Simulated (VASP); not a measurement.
# Si2C (P-6m2) in VASP: notebook, part 2 of 3

VASP 6.6.1. Earlier steps stand in the parts before.

### 3 Relaxation of cell and atoms, PBE

This run uses another cell than the first one: it holds 6 atoms, not 12.

Input file INCAR:

```
ALGO = Normal ; EDIFF = 1E-6
EDIFFG = -0.01 ; ENCUT = 600
GGA = PE ; IBRION = 2
ISIF = 3 ; ISMEAR = 0
LASPH = True ; LCHARG = False
LREAL = False ; LWAVE = False
NELM = 60 ; NSW = 100
PREC = Accurate ; SIGMA = 0.1
```

Input file KPOINTS:

```
k-points
0
Gamma
  12 12 4
```

Input file POSCAR:

```
Si2C
1.0
    2.9915206998      0.0000000000      0.0000000000
   -1.4957603499      2.5907329219      0.0000000000
    0.0000000000      0.0000000000      9.3661835304
Si C
4 2
Direct
    0.3333333333      0.6666666667      0.7772238067
    0.3333333333      0.6666666667      0.2227761933
    0.3333333333      0.6666666667      0.5000000000
    0.6666666667      0.3333333333      0.0000000000
    0.6666666667      0.3333333333      0.3048755122
    0.6666666667      0.3333333333      0.6951244878
```

Potentials or basis: VASP PAW PBE potentials, release 64 (Si, C).

Command:

```sh
cat potpaw_PBE.64/Si/POTCAR potpaw_PBE.64/C/POTCAR > POTCAR
mpirun -np 1 vasp_std > vasp.out
```

OUTCAR:

```text
EDIFF = 1E-6
   EDIFFG = -0.01
   ENCUT = 600
   GGA = PE
   IBRION = 2
   ISIF = 3
   ISMEAR = 0
   LASPH = True
   LREAL = False
   NELM = 60
   NSW = 100
   PREC = Accurate

 ion  position               nearest neighbor table
   1  0.333  0.667  0.777-   6 1.89   6 1.89   6 1.89   3 2.60   4 2.71   4 2.71   4 2.71
   2  0.333  0.667  0.223-   5 1.89   5 1.89   5 1.89   3 2.60   4 2.71   4 2.71   4 2.71
   3  0.333  0.667  0.500-   5 2.51   6 2.51   5 2.51   6 2.51   5 2.51   6 2.51   1 2.60   2 2.60

   4  0.667  0.333  0.000-   1 2.71   2 2.71   1 2.71   2 2.71   1 2.71   2 2.71
   5  0.667  0.333  0.305-   2 1.89   2 1.89   2 1.89   3 2.51   3 2.51   3 2.51
   6  0.667  0.333  0.695-   1 1.89   1 1.89   1 1.89   3 2.51   3 2.51   3 2.51

  LATTYP: Found a hexagonal cell.
 ALAT       =     2.9915206998
 C/A-ratio  =     3.1309104868

  Lattice vectors:

 A1 = (   2.9915206998,   0.0000000000,   0.0000000000)
 A2 = (  -1.4957603499,   2.5907329219,   0.0000000000)
 A3 = (   0.0000000000,   0.0000000000,   9.3661835304)

Analysis of symmetry for initial positions (statically):
=====================================================================
 Subroutine PRICEL returns:
 Original cell was already a primitive cell.

 Routine SETGRP: Setting up the symmetry group for a
 hexagonal supercell.

 Subroutine GETGRP returns: Found 12 space group operations
 (whereof 12 operations were pure point group operations)
 out of a pool of 24 trial point group operations.

The static configuration has the point symmetry D_3h.

Analysis of symmetry for dynamics (positions and initial velocities):
=====================================================================
 Subroutine PRICEL returns:
 Original cell was already a primitive cell.

 Routine SETGRP: Setting up the symmetry group for a
 hexagonal supercell.

 Subroutine GETGRP returns: Found 12 space group operations
 (whereof 12 operations were pure point group operations)
 out of a pool of 24 trial point group operations.

The dynamic configuration has the point symmetry D_3h.

 Subroutine INISYM returns: Found 12 space group operations
 (whereof 12 operations are pure point group operations),
 and found     1 'primitive' translations

----------------------------------------------------------------------------------------

                                     Primitive cell

  volume of cell :      72.5901

  direct lattice vectors                    reciprocal lattice vectors
     2.991520700  0.000000000  0.000000000     0.334278148  0.192995579  0.000000000
    -1.495760350  2.590732922  0.000000000     0.000000000  0.385991158  0.000000000
     0.000000000  0.000000000  9.366183530     0.000000000  0.000000000  0.106767073

  length of vectors
     2.991520700  2.991520700  9.366183530     0.385991158  0.385991158  0.106767073

  position of ions in fractional coordinates (direct lattice)
     0.333333333  0.666666667  0.777223807
     0.333333333  0.666666667  0.222776193
     0.333333333  0.666666667  0.500000000
     0.666666667  0.333333333  0.000000000
     0.666666667  0.333333333  0.304875512
     0.666666667  0.333333333  0.695124488

  ion indices of the primitive-cell ions
   primitive index   ion index
                 1           1
                 2           2
                 3           3
                 4           4
                 5           5
                 6           6

----------------------------------------------------------------------------------------

 KPOINTS: k-points

Automatic generation of k-mesh.
 Grid dimensions read from file:
 generate k-points for:   12   12    4

 Generating k-lattice:
[... 59 lines left out ...]
   LASPH  =      T    aspherical Exc in radial PAW
   ENCUT  =  600.0 eV  44.10 Ry    6.64 a.u.   5.97  5.97 18.71*2*pi/ulx,y,z
   NELM   =     60;   NELMIN=  2; NELMDL= -5     # of ELM steps
   EDIFF  = 0.1E-05   stopping-criterion for ELM
   LREAL  =      F    real-space projection
   EDIFFG = -.1E-01   stopping-criterion for IOM
   NSW    =    100    number of steps for IOM
   IBRION =      2    ionic relax: 0-MD 1-quasi-New 2-CG
   NFREE  =      1    steps in history (QN), initial steepest desc. (CG)
   ISIF   =      3    stress and relaxation
   ISYM   =      2    0-nonsym 1-usesym 2-fastsym
   POTIM  = 0.5000    time-step for ionic-motion
   TEBEG  =    0.0;   TEEND  =   0.0 temperature during run
   PSTRESS=    0.0 pullay stress
   NELECT =      24.0000    total number of electrons
   NUPDOWN=      -1.0000    fix difference up-down
   EMIN   =  10.00;   EMAX   =-10.00  energy-range for DOS
   EFERMI =   0.00;   METHOD = LEGACY
   ISMEAR =     0;   SIGMA  =   0.10  broadening in eV -4-tet -1-fermi 0-gaus
   EFERMI_NEDOS =   21; number of points for ismear=-14 and -15
   IALGO  =     38    algorithm
   IMIX   =      4    mixing-type and parameters
     AMIX     =   0.40;   BMIX     =  1.00
     AMIX_MAG =   1.60;   BMIX_MAG =  1.00
  volume/ion in A,a.u.               =      12.10        81.64
  Fermi-wavevector in a.u.,A,eV,Ry     =   1.132017  2.139201 17.435344  1.281462
  Thomas-Fermi vector in A             =   2.268717
   LORBIT       =      0    0 simple, 1 ext, 2 COOP (PROOUT), +10 PAW based schemes
   GGA     = PE    functional components
   LHFCALC =     F    Hartree Fock is set to
   AEXX    =    0.0000 exact exchange contribution
   IVDW    =     0    specifies the selected vdW correction
   LEPSILON=     F    determine dielectric tensor
   LRPA    =     F    only Hartree local field effects (RPA)
 conjugate gradient relaxation of ions
 non-spin polarized calculation
 Gauss-broadening in eV      SIGMA  =   0.10
  energy-cutoff  :      600.00
  volume of cell :       72.59
 maximum number of plane-waves:      2460
 NGX is ok and might be reduce to    24

--------------------------------------- Ionic step        1  -------------------------------------------

 number of electron      23.9999999 magnetization

 Free energy of the ion-electron system (eV)
  ---------------------------------------------------
  ext. energy  EPLUGINS =         0.00000000
  ---------------------------------------------------
  free energy    TOTEN  =       -35.74446615 eV

  energy without entropy =      -35.73759846  energy(sigma->0) =      -35.74103230

------------------------ aborting loop because EDIFF is reached ----------------------------------------

  FORCE on cell =-STRESS in cart. coord.  units (eV):
  Direction    XX          YY          ZZ          XY          YZ          ZX
  --------------------------------------------------------------------------------------
  -------------------------------------------------------------------------------------
  Total       -0.2323041     -0.2323041      0.3783979      0.0000000     -0.0000000      0.0000000
  in kB       -5.1273171     -5.1273171      8.3518370      0.0000000     -0.0000000      0.0000000
  external PRESSURE =      -0.6342657 kB  Pullay stress =       0.0000000 kB
[... 101 lines left out ...]
  FREE ENERGIE OF THE ION-ELECTRON SYSTEM (eV)
  ---------------------------------------------------
  free  energy   TOTEN  =       -35.7470162348 eV

  energy  without entropy=      -35.7383071164  energy(sigma->0) =      -35.74266168

 E-fermi :   6.5293     XC(G=0):  -9.9990

 val. band max:        6.5003797955   @ k =   0.4167   0.1667   0.2500
 cond. band min:       6.5294405893   @ k =   0.4167   0.0000   0.2500
 fundamental gap:      0.0290607938
 Fermi energy:         6.5292567064

 k-point     1 :       0.0000    0.0000    0.0000
  band No.  band energies     occupation
      1      -9.3507      2.00000
      2      -8.9911      2.00000
      3      -3.7119      2.00000
      4      -2.1272      2.00000
      5      -0.7678      2.00000
      6       3.3939      2.00000
[... 435 lines left out ...]
      5      -1.4024      2.00000
      6      -0.3906      2.00000
[... 8 lines left out ...]
     15       8.7367      0.00000
     16       9.2063      0.00000

 [... further k-points ...]

[... ionic steps 4 to 34 ...]

--------------------------------------- Ionic step       35  -------------------------------------------

 number of electron      23.9999997 magnetization

------------------------ aborting loop because EDIFF is reached ----------------------------------------
[... 75 lines left out ...]
--------------------------------------- Ionic step       37  -------------------------------------------

 number of electron      23.9999997 magnetization

 Free energy of the ion-electron system (eV)
  ---------------------------------------------------
  ext. energy  EPLUGINS =         0.00000000
  ---------------------------------------------------
  free energy    TOTEN  =       -38.69298533 eV

  energy without entropy =      -38.68748569  energy(sigma->0) =      -38.69023551

 E-fermi :   8.3336     XC(G=0): -10.8168

 val. band max:        8.2960559542   @ k =   0.4167   0.1667   0.2500
 cond. band min:       8.3392351543   @ k =   0.0833   0.0833   0.5000
 fundamental gap:      0.0431792001
 Fermi energy:         8.3336211193

 k-point     1 :       0.0000    0.0000    0.0000
  band No.  band energies     occupation
      1      -7.6111      2.00000
      2      -7.1949      2.00000
      3      -3.2312      2.00000
      4      -0.8449      2.00000
      5       0.0290      2.00000
      6       5.3100      2.00000
[... 480 lines left out ...]
  FREE ENERGIE OF THE ION-ELECTRON SYSTEM (eV)
  ---------------------------------------------------
  free  energy   TOTEN  =       -38.6929853293 eV

  energy  without entropy=      -38.6874856917  energy(sigma->0) =      -38.69023551

 reached required accuracy - stopping structural energy minimisation
```

OSZICAR:

```text
N       E                     dE             d eps       ncg     rms          rms(c)
DAV:   1     0.719386475031E+02    0.71939E+02   -0.11921E+04  1824   0.148E+03
DAV:   2    -0.337098079534E+02   -0.10565E+03   -0.10385E+03  2480   0.210E+02
DAV:   3    -0.390895684085E+02   -0.53798E+01   -0.53347E+01  2504   0.490E+01
DAV:   4    -0.391517653128E+02   -0.62197E-01   -0.62170E-01  2352   0.599E+00
[... 343 lines left out ...]
DAV:   1    -0.386932474766E+02   -0.67506E-03   -0.10683E-02  1968   0.738E-01    0.740E-02
DAV:   2    -0.386930663999E+02    0.18108E-03   -0.66251E-04  2536   0.186E-01    0.410E-02
DAV:   3    -0.386929885198E+02    0.77880E-04   -0.19069E-04  2568   0.933E-02    0.126E-02
DAV:   4    -0.386929854520E+02    0.30677E-05   -0.37773E-05  2512   0.383E-02    0.648E-03
DAV:   5    -0.386929853293E+02    0.12279E-06   -0.11317E-06  1384   0.785E-03
  37 F= -.38692985E+02 E0= -.38690236E+02  d E =-.412936E-03
```

CONTCAR:

```text
Si2C
   1.00000000000000
     3.0137894402744183    0.0000000000000001   -0.0000000000000001
    -1.5068947201372087    2.6100182168622341    0.0000000000000001
     0.0000000000000000   -0.0000000000000003    9.8807861484476369
  Si              C
     4     2
Direct
     0.3333333332999970    0.6666666667000030    0.7410532976480653
     0.3333333332999970    0.6666666667000030    0.2589467023519347
     0.3333333332999970    0.6666666667000030    0.5000000000000000
     0.6666666667000030    0.3333333332999970    0.0000000000000000
     0.6666666667000030    0.3333333332999970    0.1964289828054767
     0.6666666667000030    0.3333333332999970    0.8035710171945234

  0.00000000E+00  0.00000000E+00  0.00000000E+00
  0.00000000E+00  0.00000000E+00  0.00000000E+00
  0.00000000E+00  0.00000000E+00  0.00000000E+00
  0.00000000E+00  0.00000000E+00  0.00000000E+00
  0.00000000E+00  0.00000000E+00  0.00000000E+00
  0.00000000E+00  0.00000000E+00  0.00000000E+00
```

It took 20 min on 1 thread of Intel Xeon Platinum 8259CL at 2.50GHz (Skylake/Cascade Lake), shared host; peak memory 0.24 GiB.

What came out:

```
Free energy                            : -38.6930 eV
Relaxed volume                         : 12.95 Å³/atom
Relaxed cell                           : a = 3.014 Å, b = 3.014 Å, c = 9.881 Å, α = 90.00°, β = 90.00°, γ = 120.00°
Space group after relaxing (to 0.05 Å) : P-6m2 (No. 187)
Energy gained by relaxing              : 491.4 meV/atom
Ionic steps                            : 37
Pressure after relaxing                : 0.0 GPa
Largest force after relaxing           : 0.008 eV/Å
Band gap on the k mesh                 : zero (band 12 reaches 11.30 eV, above the bottom of band 13 at 6.58 eV)
```

Forces on the atoms (eV/Å):
```
Si   0.000  0.000 -0.008
Si   0.000  0.000  0.008
Si   0.000  0.000  0.000
Si   0.000  0.000  0.000
C    0.000  0.000  0.005
C    0.000  0.000 -0.005
```

Stress tensor (GPa, compression positive):
```
-0.10  0.00  0.00
 0.00 -0.10  0.00
 0.00  0.00  0.09
```

Step by step:
```
step  energy change (eV)  largest force (eV/Å)  pressure (GPa)  volume (Å³)
   1              0.0000                0.1305           -0.06        72.59
   2             -0.0024                0.0765            0.44        72.54
   3             -0.0026                0.0585            0.64        72.52
   4             -0.0043                0.0437            0.15        72.99
   5             -0.0047                0.0740           -0.22        73.36
   6             -0.0053                0.0458            0.10        73.47
   7             -0.0053                0.0567            0.17        73.49
   8             -0.0060                0.0543            0.19        73.68
   9             -0.0071                0.0589            0.25        74.28
  10             -0.0078                0.0628            0.05        74.54
  11             -0.0088                0.0867           -0.54        75.31
  12             -0.0095                0.0713           -0.44        75.41
  13             -0.0111                0.0886           -0.20        75.72
  14             -0.0123                0.1520            0.34        76.32
  15             -0.0144                0.2218            1.31        77.54
  16             -0.0472                0.0982            2.68        80.01
  17             -0.3863                1.2025            0.81        85.10
  18             -1.1261                1.4005          -12.36        95.86
  19             -0.9993                2.1901           -5.90        89.83
  20             -1.2319                2.0525          -10.20        92.82
  21             -1.2449                1.9135          -11.06        93.67
  22             -1.2428                1.9803          -10.69        93.28
  23             -1.4366                2.0775           -9.13        91.21
  24             -1.8799                2.3898           -3.17        85.21
  25             -1.9654                3.0436           15.48        74.01
  26             -2.0720                2.7879            6.45        78.56
  27             -2.3042                2.3981            5.86        77.72
  28             -2.5611                2.2317            6.52        75.29
  29             -2.5743                1.6881            6.12        75.78
  30             -2.7107                1.3961            2.31        77.18
  31             -2.8218                0.9501           -4.46        80.17
  32             -2.9001                0.5036           -2.84        79.25
  33             -2.9433                0.3105            0.09        77.83
  34             -2.9435                0.2988           -0.14        77.93
  35             -2.9475                0.1325            0.01        77.77
  36             -2.9481                0.0371            0.10        77.68
  37             -2.9485                0.0080           -0.04        77.72
```

Final structure:
```xyz
6
Lattice="3.0138 0.0000 0.0000 -1.5069 2.6100 0.0000 0.0000 0.0000 9.8808" Properties=species:S:1:pos:R:3 pbc="T T T"
Si    0.0000    1.7400    7.3222
Si    0.0000    1.7400    2.5586
Si    0.0000    1.7400    4.9404
Si    1.5069    0.8700    0.0000
C     1.5069    0.8700    1.9409
C     1.5069    0.8700    7.9399
```

Levels at points of the mesh, in eV from the Fermi level:
| k point | band 10 | band 11 | band 12 | band 13 | band 14 | band 15 |
| --- | --- | --- | --- | --- | --- | --- |
| (0.00, 0.00, 0.00) | -1.77 | -1.77 | 2.97 | 5.43 | 5.59 | 5.59 |
| (0.50, 0.00, 0.00) | -3.52 | -2.95 | -2.95 | 1.16 | 1.66 | 2.87 |
| (0.00, 0.00, 0.50) | -1.78 | 0.10 | 1.68 | 5.43 | 5.70 | 5.70 |
| (0.50, 0.00, 0.50) | -3.53 | -3.18 | -1.84 | 0.42 | 1.64 | 2.82 |

[end of part 2 of 3]
